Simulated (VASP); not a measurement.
# W2Cl (R-3m) in VASP: a series of runs

The runs below take W2Cl through single point, relaxation of cell and atoms, with PBE.

Everything below comes from runs of VASP 6.6.1. Logs are shortened: lines on timing, memory, paths and dates and some standing lists are left out, and cuts for length are marked.

**1. The cell of the first run**

The structure is trigonal, space group R-3m (No. 166). The conventional cell has a = 3.172 Å, b = 3.172 Å, c = 18.535 Å, α = 90.00°, β = 90.00°, γ = 120.00°. Within 3.3 Å of W (site symmetry 3m) lie 9 W at 2.50 to 3.17 Å and 3 Cl at 2.89 Å. Cl (site symmetry -3m) has 8 W at 2.89 to 3.94 Å and 6 Cl at 3.17 Å within 4.0 Å.

**2. Single point, PBE**

Contents of INCAR:

```
PREC     = Accurate       # precision mode
ENCUT    = 520            # plane-wave cutoff, eV
EDIFF    = 1E-6           # SCF threshold, eV
ISMEAR   = 0              # smearing method
SIGMA    = 0.1            # smearing width, eV
LREAL    = F              # projectors in reciprocal space
LASPH    = T              # aspherical terms in the spheres
NELM     = 100            # most SCF steps
ALGO     = Normal         # electronic algorithm
ISIF     = 2              # what is computed and relaxed
LWAVE    = F              # write WAVECAR
LCHARG   = T              # write CHGCAR
GGA      = PE             # functional
LELF     = T              # ELF
LVHAR    = T            
NBANDS   = 24             # bands
```

Contents of KPOINTS:

```
regular mesh
0
Gamma
  6 6 6
```

Contents of POSCAR:

```
W2Cl
1.0
    1.5860524621      0.9157078160      6.1783303850
   -1.5860524621      0.9157078160      6.1783303850
    0.0000000000     -1.8314156319      6.1783303850
W Cl
2 1
Direct
    0.7874271377      0.7874271377      0.7874271377
    0.2125728623      0.2125728623      0.2125728623
    0.0000000000      0.0000000000      0.0000000000
```

Potentials or basis: VASP PAW PBE potentials, release 64 (W_sv, Cl).

The run is started by

```console
$ cat potpaw_PBE.64/W_sv/POTCAR potpaw_PBE.64/Cl/POTCAR > POTCAR
$ mpirun -np 1 vasp_std > vasp.out
```

OUTCAR:

```text
PREC = Accurate
   ENCUT = 520
   EDIFF = 1E-6
   ISMEAR = 0
   LREAL = F
   LASPH = T
   NELM = 100
   ISIF = 2
   GGA = PE

 ion  position               nearest neighbor table
   1  0.787  0.787  0.787-   2 2.50   2 2.50   2 2.50   3 2.89   3 2.89   3 2.89
   2  0.213  0.213  0.213-   1 2.50   1 2.50   1 2.50   3 2.89   3 2.89   3 2.89
   3  0.000  0.000  0.000-   1 2.89   1 2.89   2 2.89   2 2.89   1 2.89   2 2.89

  LATTYP: Found a trigonal (rhomboedric) cell.
 ALAT       =     6.4440553662
 COS(alpha) =     0.8788435426

  Lattice vectors:

 A1 = (   1.5860524621,   0.9157078160,   6.1783303850)
 A2 = (  -1.5860524621,   0.9157078160,   6.1783303850)
 A3 = (   0.0000000000,  -1.8314156319,   6.1783303850)

Analysis of symmetry for initial positions (statically):
=====================================================================
 Subroutine PRICEL returns:
 Original cell was already a primitive cell.

 Routine SETGRP: Setting up the symmetry group for a
 trigonal (rhombohedral) supercell.

 Subroutine GETGRP returns: Found 12 space group operations
 (whereof 12 operations were pure point group operations)
 out of a pool of 12 trial point group operations.

The static configuration has the point symmetry D_3d.

Analysis of symmetry for dynamics (positions and initial velocities):
=====================================================================
 Subroutine PRICEL returns:
 Original cell was already a primitive cell.

 Routine SETGRP: Setting up the symmetry group for a
 trigonal (rhombohedral) supercell.

 Subroutine GETGRP returns: Found 12 space group operations
 (whereof 12 operations were pure point group operations)
 out of a pool of 12 trial point group operations.

The dynamic configuration has the point symmetry D_3d.

 Subroutine INISYM returns: Found 12 space group operations
 (whereof 12 operations are pure point group operations),
 and found     1 'primitive' translations

----------------------------------------------------------------------------------------

                                     Primitive cell

  volume of cell :      53.8390

  direct lattice vectors                    reciprocal lattice vectors
     1.586052462  0.915707816  6.178330385     0.315248084  0.182008566  0.053952008
    -1.586052462  0.915707816  6.178330385    -0.315248084  0.182008566  0.053952008
     0.000000000 -1.831415632  6.178330385     0.000000000 -0.364017132  0.053952008

  length of vectors
     6.444055366  6.444055366  6.444055366     0.367993603  0.367993603  0.367993603

  position of ions in fractional coordinates (direct lattice)
     0.787427138  0.787427138  0.787427138
     0.212572862  0.212572862  0.212572862
     0.000000000  0.000000000  0.000000000

  ion indices of the primitive-cell ions
   primitive index   ion index
                 1           1
                 2           2
                 3           3

----------------------------------------------------------------------------------------

 KPOINTS: regular mesh

Automatic generation of k-mesh.
 Grid dimensions read from file:
 generate k-points for:    6    6    6

 Generating k-lattice:

  Cartesian coordinates                     Fractional coordinates (reciprocal lattice)
     0.052541347  0.030334761  0.008992001     0.166666667  0.000000000  0.000000000
    -0.052541347  0.030334761  0.008992001     0.000000000  0.166666667  0.000000000
     0.000000000 -0.060669522  0.008992001     0.000000000  0.000000000  0.166666667

  Length of vectors
     0.061332267  0.061332267  0.061332267

  Shift w.r.t. Gamma in fractional coordinates (k-lattice)
     0.000000000  0.000000000  0.000000000

 Subroutine IBZKPT returns following result:
 ===========================================

 Found     32 irreducible k-points:

 Following reciprocal coordinates:
            Coordinates               Weight
  0.000000  0.000000  0.000000      1.000000
  0.166667 -0.000000  0.000000      6.000000
  0.333333 -0.000000  0.000000      6.000000
  0.500000 -0.000000 -0.000000      3.000000
  0.166667  0.166667 -0.000000      6.000000
  0.333333  0.166667  0.000000     12.000000
[... 16 lines left out ...]
  0.500000  0.500000  0.166667      6.000000
 -0.333333  0.500000  0.166667     12.000000
 [... further k-points ...]
   k-points           NKPTS =     32   k-points in BZ     NKDIM =     32   number of bands    NBANDS=     24
   number of dos      NEDOS =    301   number of ions     NIONS =      3
   total plane-waves  NPLWV = 110592
   dimension x,y,z NGX =    48 NGY =   48 NGZ =   48
   dimension x,y,z NGXF=    96 NGYF=   96 NGZF=   96
   ions per type =               2   1
   NGX,Y,Z   is equivalent  to a cutoff of  12.38, 12.38, 12.38 a.u.
   NGXF,Y,Z  is equivalent  to a cutoff of  24.77, 24.77, 24.77 a.u.
 SYSTEM =  unknown system
   PREC   = accura    normal or accurate (medium, high low for compatibility)
   ISTART =      0    job   : 0-new  1-cont  2-samecut
   ICHARG =      2    charge: 1-file 2-atom 10-const
   ISPIN  =      1    spin polarized calculation?
   LNONCOLLINEAR =      F non collinear calculations
   LSORBIT =      F    spin-orbit coupling
   LASPH  =      T    aspherical Exc in radial PAW
   ENCUT  =  520.0 eV  38.22 Ry    6.18 a.u.  11.98 11.98 11.98*2*pi/ulx,y,z
   NELM   =    100;   NELMIN=  2; NELMDL= -5     # of ELM steps
   EDIFF  = 0.1E-05   stopping-criterion for ELM
   LREAL  =      F    real-space projection
   EDIFFG = 0.1E-04   stopping-criterion for IOM
   NSW    =      0    number of steps for IOM
   IBRION =     -1    ionic relax: 0-MD 1-quasi-New 2-CG
   NFREE  =      0    steps in history (QN), initial steepest desc. (CG)
   ISIF   =      2    stress and relaxation
   ISYM   =      2    0-nonsym 1-usesym 2-fastsym
   POTIM  = 0.5000    time-step for ionic-motion
   TEBEG  =    0.0;   TEEND  =   0.0 temperature during run
   PSTRESS=    0.0 pullay stress
   NELECT =      35.0000    total number of electrons
   NUPDOWN=      -1.0000    fix difference up-down
   EMIN   =  10.00;   EMAX   =-10.00  energy-range for DOS
   EFERMI =   0.00;   METHOD = LEGACY
   ISMEAR =     0;   SIGMA  =   0.10  broadening in eV -4-tet -1-fermi 0-gaus
   EFERMI_NEDOS =   21; number of points for ismear=-14 and -15
   IALGO  =     38    algorithm
   IMIX   =      4    mixing-type and parameters
     AMIX     =   0.40;   BMIX     =  1.00
     AMIX_MAG =   1.60;   BMIX_MAG =  1.00
  volume/ion in A,a.u.               =      17.95       121.11
  Fermi-wavevector in a.u.,A,eV,Ry     =   1.418182  2.679975 27.364575  2.011240
  Thomas-Fermi vector in A             =   2.539334
   LORBIT       =      0    0 simple, 1 ext, 2 COOP (PROOUT), +10 PAW based schemes
   GGA     = PE    functional components
   LHFCALC =     F    Hartree Fock is set to
   AEXX    =    0.0000 exact exchange contribution
   IVDW    =     0    specifies the selected vdW correction
   LEPSILON=     F    determine dielectric tensor
   LRPA    =     F    only Hartree local field effects (RPA)
 non-spin polarized calculation
 Gauss-broadening in eV      SIGMA  =   0.10
  energy-cutoff  :      520.00
  volume of cell :       53.84
 maximum number of plane-waves:      1463
   NGX = 23   NGY = 23   NGZ = 23

 number of electron      35.0000001 magnetization

 Free energy of the ion-electron system (eV)
  ---------------------------------------------------
  ext. energy  EPLUGINS =         0.00000000
  ---------------------------------------------------
  free energy    TOTEN  =       -26.48318261 eV

  energy without entropy =      -26.47476967  energy(sigma->0) =      -26.47897614

 E-fermi :   8.8476     XC(G=0): -11.9610

 val. band max:        8.7872723178   @ k =  -0.1667   0.3333   0.1667
 cond. band min:       8.8765805196   @ k =   0.3333   0.3333   0.0000
 fundamental gap:      0.0893082018
 Fermi energy:         8.8475824827

 k-point     1 :       0.0000    0.0000    0.0000
  band No.  band energies     occupation
      1     -65.4039      2.00000
      2     -65.1470      2.00000
      3     -30.1705      2.00000
      4     -29.5894      2.00000
      5     -29.5894      2.00000
      6     -29.0745      2.00000
[... 16 lines left out ...]
     23      12.8535      0.00000
     24      13.6145      0.00000

 k-point     2 :       0.1667   -0.0000    0.0000
  band No.  band energies     occupation
      1     -65.3846      2.00000
      2     -65.1580      2.00000
      3     -30.1657      2.00000
      4     -29.7581      2.00000
      5     -29.6391      2.00000
      6     -29.1061      2.00000
[... 16 lines left out ...]
     23      13.0519      0.00000
     24      13.6058      0.00000

 k-point     3 :       0.3333   -0.0000    0.0000
  band No.  band energies     occupation
      1     -65.3373      2.00000
      2     -65.1890      2.00000
      3     -30.1735      2.00000
      4     -30.0206      2.00000
      5     -29.7292      2.00000
      6     -29.1201      2.00000
[... 16 lines left out ...]
     23      13.1541      0.00000
     24      13.4475      0.00000

 k-point     4 :       0.5000   -0.0000   -0.0000
  band No.  band energies     occupation
      1     -65.3017      2.00000
      2     -65.2163      2.00000
      3     -30.1797      2.00000
      4     -30.1428      2.00000
      5     -29.7709      2.00000
      6     -29.0518      2.00000
[... 16 lines left out ...]
     23      13.3042      0.00000
     24      13.3401      0.00000

 k-point     5 :       0.1667    0.1667   -0.0000
  band No.  band energies     occupation
      1     -65.3846      2.00000
      2     -65.1581      2.00000
      3     -30.1656      2.00000
      4     -29.7582      2.00000
      5     -29.6392      2.00000
      6     -29.1058      2.00000
[... 451 lines left out ...]
 k-point    22 :      -0.1667    0.3333    0.1667
  band No.  band energies     occupation
      1     -65.3018      2.00000
      2     -65.2163      2.00000
      3     -30.1642      2.00000
      4     -30.0933      2.00000
      5     -29.8484      2.00000
      6     -29.0909      2.00000
[... 16 lines left out ...]
     23      12.7877      0.00000
     24      14.0246      0.00000

 k-point    23 :       0.5000    0.5000    0.1667
  band No.  band energies     occupation
      1     -65.3373      2.00000
      2     -65.1890      2.00000
      3     -30.1733      2.00000
      4     -30.0216      2.00000
      5     -29.7293      2.00000
      6     -29.1189      2.00000
[... 16 lines left out ...]
     23      12.6695      0.00000
     24      13.2178      0.00000

 k-point    24 :      -0.3333    0.5000    0.1667
  band No.  band energies     occupation
      1     -65.3018      2.00000
      2     -65.2163      2.00000
      3     -30.1642      2.00000
      4     -30.0937      2.00000
      5     -29.8484      2.00000
      6     -29.0908      2.00000
[... 16 lines left out ...]
     23      12.7430      0.00000
     24      14.3521      0.00000

 [... further k-points ...]
[... 5 lines left out ...]
  --------------------------------------------------------------------------------------
  -------------------------------------------------------------------------------------
  Total        0.0588013      0.0588013      0.2759364      0.0000000      0.0000000      0.0000000
  in kB        1.7498508      1.7498508      8.2115044      0.0000000      0.0000000      0.0000000
  external PRESSURE =       3.9037353 kB  Pullay stress =       0.0000000 kB

 VOLUME and BASIS-vectors are now :
 -----------------------------------------------------------------------------
  energy-cutoff  :      520.00
  volume of cell :       53.84
      direct lattice vectors                 reciprocal lattice vectors
     1.586052462  0.915707816  6.178330385     0.315248084  0.182008566  0.053952008
    -1.586052462  0.915707816  6.178330385    -0.315248084  0.182008566  0.053952008
     0.000000000 -1.831415632  6.178330385     0.000000000 -0.364017132  0.053952008

 POSITION                                       TOTAL-FORCE (eV/Angst)
 -----------------------------------------------------------------------------------
      0.00000      0.00000     14.59496         0.000000     -0.000000     -0.073091
      0.00000      0.00000      3.94004         0.000000      0.000000      0.073091
      0.00000      0.00000      0.00000         0.000000      0.000000      0.000000
 -----------------------------------------------------------------------------------
    total drift:                               -0.000000     -0.000000      0.000000

  FREE ENERGIE OF THE ION-ELECTRON SYSTEM (eV)
  ---------------------------------------------------
  free  energy   TOTEN  =       -26.4831826121 eV

  energy  without entropy=      -26.4747696670  energy(sigma->0) =      -26.47897614
```

It took 58 s on 1 thread of Intel Xeon 6975P-C (Granite Rapids), shared host; peak memory 0.32 GiB.

Results:

| Property | Result |
| --- | --- |
| Free energy | -26.4832 eV |
| Pressure | 0.4 GPa |
| Largest force | 0.073 eV/Å |
| Band gap on the k mesh | zero (an odd number of electrons rules out a gap without spin polarisation) |

Forces in eV/Å, atoms in the order of the input:
```
W    0.000  0.000 -0.073
W    0.000  0.000  0.073
Cl   0.000  0.000  0.000
```

Stress tensor (GPa, compression positive):
```
0.17 0.00 0.00
0.00 0.17 0.00
0.00 0.00 0.82
```

Caveat: the k points lie up to 0.39 Å⁻¹ apart, too coarse for converged energies and pressures of a metal; spin-orbit coupling is left out, which moves the levels of the heavy elements.

(Part 1 of 2 ends here.)

The gap in the log of VASP goes by the Fermi energy; the results here count the filled bands.